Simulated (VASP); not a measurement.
Runs of VASP 6.6.1 on Cu3O2. The structure is that of space group I4/mmm (No. 139), or close to it. The cells are those of the table. 

```tsv
cell	gap on the mesh (eV)	pressure (GPa)
a = 4.397 Å, angles 126.6, 126.6, 78.8°, 5 atoms	none	(a)
a = 4.513 Å, angles 129.2, 129.2, 74.7°, 5 atoms	none	4.1
a = 4.360 Å, angles 125.0, 125.0, 81.6°, 5 atoms	none	25.4
a = 4.455 Å, angles 127.9, 127.9, 76.7°, 5 atoms	none	10.0
```

Alike in all rows: task single point; level LDA; potentials or basis VASP PAW LDA potentials, release 64 (Cu, O); no spin polarisation; k mesh 14 × 14 × 14; cutoff (eV) 520; smearing gaussian 0.15 eV.

Question: Estimate the missing entries.

Answer: (a) 17.9.

Caveats: an odd number of electrons without spin polarisation forces a metal; a magnetic or distorted state may lie lower.

A gap of «none» marks levels without a gap at the run's occupations.
